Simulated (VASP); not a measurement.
# Ca (Fm-3m) in VASP: single point with PBE

Aim: the single point of Ca with PBE.

Program: VASP 6.6.1. These are calculated values, not measurements. Logs are shortened: lines on timing, memory, paths and dates and some standing lists are left out, and cuts for length are marked.

### Step 1. The cell of the first run

Symmetry: Fm-3m, No. 225, cubic system. The conventional cell has a = 5.525 Å, b = 5.525 Å, c = 5.525 Å, α = 90.00°, β = 90.00°, γ = 90.00°. Within 5.1 Å of Ca (site symmetry m-3m) lie 12 Ca at 3.91 Å.

### Step 2. Single point, PBE

File INCAR:

```
SYSTEM = Ca
  PREC = Accurate
  ENCUT = 520
  EDIFF = 1E-7
  ISMEAR = -1
  SIGMA = 0.05
  LREAL = .FALSE.
  LASPH = .TRUE.
  NELM = 60
  ALGO = Normal
  ISIF = 2
  LWAVE = .FALSE.
  LCHARG = .FALSE.
  GGA = PE
  NBANDS = 17
```

File KPOINTS:

```
regular mesh
0
G
  11 8 11
  0 0 0
```

File POSCAR:

```
Ca
1.0
   -2.7627070339      2.7627070339      0.0000000000
    0.0000000000      0.0000000000      5.5254140678
    2.7627070339      2.7627070339      0.0000000000
Ca
2
Direct
    0.0000000000      0.0000000000      0.0000000000
    0.5000000000      0.5000000000      0.5000000000
```

Potentials or basis: VASP PAW PBE potentials, release 64 (Ca_sv).

Command:

```sh
> cat potpaw_PBE.64/Ca_sv/POTCAR > POTCAR
> mpirun -np 1 vasp_std > vasp.out
```

OUTCAR:

```text
SYSTEM = Ca
   PREC = Accurate
   ENCUT = 520
   EDIFF = 1E-7
   ISMEAR = -1
   LREAL = .FALSE.
   LASPH = .TRUE.
   NELM = 60
   ISIF = 2
   GGA = PE

 ion  position               nearest neighbor table
   1  0.000  0.000  0.000-
   2  0.500  0.500  0.500-

  LATTYP: Found a simple tetragonal cell.
 ALAT       =     3.9070577562
 C/A-ratio  =     1.4142135624

  Lattice vectors:

 A1 = (   2.7627070339,  -2.7627070339,   0.0000000000)
 A2 = (   2.7627070339,   2.7627070339,   0.0000000000)
 A3 = (   0.0000000000,   0.0000000000,   5.5254140678)

Analysis of symmetry for initial positions (statically):
=====================================================================
 Subroutine PRICEL returns following result:

  LATTYP: Found a face centered cubic cell.
 ALAT       =     5.5254140678

  Lattice vectors:

 A1 = (   2.7627070339,   0.0000000000,   2.7627070339)
 A2 = (   2.7627070339,   2.7627070339,   0.0000000000)
 A3 = (   0.0000000000,   2.7627070339,   2.7627070339)

   2 primitive cells build up your supercell.

 Routine SETGRP: Setting up the symmetry group for a
 simple tetragonal supercell.

 Subroutine GETGRP returns: Found 16 space group operations
 (whereof 16 operations were pure point group operations)
 out of a pool of 16 trial point group operations.

The static configuration has the point symmetry D_4h.

Analysis of symmetry for dynamics (positions and initial velocities):
=====================================================================
 Subroutine PRICEL returns following result:

  LATTYP: Found a face centered cubic cell.
 ALAT       =     5.5254140678

  Lattice vectors:

 A1 = (   2.7627070339,   0.0000000000,   2.7627070339)
 A2 = (   2.7627070339,   2.7627070339,   0.0000000000)
 A3 = (   0.0000000000,   2.7627070339,   2.7627070339)

   2 primitive cells build up your supercell.

 Routine SETGRP: Setting up the symmetry group for a
 simple tetragonal supercell.

 Subroutine GETGRP returns: Found 16 space group operations
 (whereof 16 operations were pure point group operations)
 out of a pool of 16 trial point group operations.

The dynamic configuration has the point symmetry D_4h.

 Subroutine INISYM returns: Found 16 space group operations
[... 81 lines left out ...]
   dimension x,y,z NGXF=    60 NGYF=   84 NGZF=   60
   ions per type =               2
   NGX,Y,Z   is equivalent  to a cutoff of  12.77, 12.64, 12.77 a.u.
   NGXF,Y,Z  is equivalent  to a cutoff of  25.53, 25.27, 25.53 a.u.
 SYSTEM =  Ca
   PREC   = accura    normal or accurate (medium, high low for compatibility)
   ISTART =      0    job   : 0-new  1-cont  2-samecut
   ICHARG =      2    charge: 1-file 2-atom 10-const
   ISPIN  =      1    spin polarized calculation?
   LNONCOLLINEAR =      F non collinear calculations
   LSORBIT =      F    spin-orbit coupling
   LASPH  =      T    aspherical Exc in radial PAW
   ENCUT  =  520.0 eV  38.22 Ry    6.18 a.u.   7.26 10.27  7.26*2*pi/ulx,y,z
   NELM   =     60;   NELMIN=  2; NELMDL= -5     # of ELM steps
   EDIFF  = 0.1E-06   stopping-criterion for ELM
   LREAL  =      F    real-space projection
   EDIFFG = 0.1E-05   stopping-criterion for IOM
   NSW    =      0    number of steps for IOM
   IBRION =     -1    ionic relax: 0-MD 1-quasi-New 2-CG
   NFREE  =      0    steps in history (QN), initial steepest desc. (CG)
   ISIF   =      2    stress and relaxation
   ISYM   =      2    0-nonsym 1-usesym 2-fastsym
   POTIM  = 0.5000    time-step for ionic-motion
   TEBEG  =    0.0;   TEEND  =   0.0 temperature during run
   PSTRESS=    0.0 pullay stress
   NELECT =      20.0000    total number of electrons
   NUPDOWN=      -1.0000    fix difference up-down
   EMIN   =  10.00;   EMAX   =-10.00  energy-range for DOS
   EFERMI =   0.00;   METHOD = LEGACY
   ISMEAR =    -1;   SIGMA  =   0.05  broadening in eV -4-tet -1-fermi 0-gaus
   EFERMI_NEDOS =   21; number of points for ismear=-14 and -15
   IALGO  =     38    algorithm
   IMIX   =      4    mixing-type and parameters
     AMIX     =   0.40;   BMIX     =  1.00
     AMIX_MAG =   1.60;   BMIX_MAG =  1.00
  volume/ion in A,a.u.               =      42.17       284.60
  Fermi-wavevector in a.u.,A,eV,Ry     =   1.013281  1.914824 13.969630  1.026739
  Thomas-Fermi vector in A             =   2.146441
   LORBIT       =      0    0 simple, 1 ext, 2 COOP (PROOUT), +10 PAW based schemes
   GGA     = PE    functional components
   LHFCALC =     F    Hartree Fock is set to
   AEXX    =    0.0000 exact exchange contribution
   IVDW    =     0    specifies the selected vdW correction
   LEPSILON=     F    determine dielectric tensor
   LRPA    =     F    only Hartree local field effects (RPA)
 non-spin polarized calculation
  energy-cutoff  :      520.00
  volume of cell :       84.35
 maximum number of plane-waves:      2294
 NGX is ok and might be reduce to    30
   NGX = 15   NGY = 21   NGZ = 15

 number of electron      20.0000004 magnetization

 Free energy of the ion-electron system (eV)
  ---------------------------------------------------
  ext. energy  EPLUGINS =         0.00000000
  ---------------------------------------------------
  free energy    TOTEN  =        -3.87107952 eV

  energy without entropy =       -3.84942242  energy(sigma->0) =       -3.86025097

 E-fermi :   1.9540     XC(G=0):  -7.7378

 val. band max:        1.9492140735   @ k =   0.3636   0.2500   0.2727
 cond. band min:       1.9586103737   @ k =   0.3636   0.2500   0.1818
 fundamental gap:      0.0093963002
 Fermi energy:         1.9539569468

 k-point     1 :       0.0000    0.0000    0.0000
  band No.  band energies     occupation
      1     -40.0544      2.00000
      2     -40.0363      2.00000
      3     -21.1016      2.00000
      4     -21.0220      2.00000
      5     -21.0220      2.00000
      6     -20.9713      2.00000
[... 457 lines left out ...]
      4     -21.1022      2.00000
      5     -20.9973      2.00000
      6     -20.9920      2.00000
[... 9 lines left out ...]
     16       4.2602      0.00000
     17       5.9233      0.00000

 [... further k-points ...]
[... 5 lines left out ...]
  --------------------------------------------------------------------------------------
  -------------------------------------------------------------------------------------
  Total        0.0167699      0.0167699      0.0012213      0.0000000      0.0000000      0.0000000
  in kB        0.3185496      0.3185496      0.0231986      0.0000000      0.0000000      0.0000000
  external PRESSURE =       0.2200993 kB  Pullay stress =       0.0000000 kB

 VOLUME and BASIS-vectors are now :
 -----------------------------------------------------------------------------
  energy-cutoff  :      520.00
  volume of cell :       84.35
      direct lattice vectors                 reciprocal lattice vectors
    -2.762707034  2.762707034  0.000000000    -0.180981912  0.180981912  0.000000000
     0.000000000  0.000000000  5.525414068     0.000000000  0.000000000  0.180981912
     2.762707034  2.762707034  0.000000000     0.180981912  0.180981912  0.000000000

 POSITION                                       TOTAL-FORCE (eV/Angst)
 -----------------------------------------------------------------------------------
      0.00000      0.00000      0.00000         0.000000     -0.000000      0.000000
      0.00000      2.76271      2.76271        -0.000000      0.000000     -0.000000
 -----------------------------------------------------------------------------------
    total drift:                                0.000000      0.000000      0.000000

  FREE ENERGIE OF THE ION-ELECTRON SYSTEM (eV)
  ---------------------------------------------------
  free  energy   TOTEN  =        -3.8710795177 eV

  energy  without entropy=       -3.8494224210  energy(sigma->0) =       -3.86025097
```

Run time: 59 s. Hardware: 1 thread of Intel Xeon 6975P-C (Granite Rapids), shared host; peak memory 0.26 GiB.

Results:

| Quantity | Value |
| --- | --- |
| Free energy | -3.8711 eV |
| Pressure | 0.0 GPa |
| Band gap on the k mesh | zero (bands 10 and 11 overlap by 0.31 eV) |
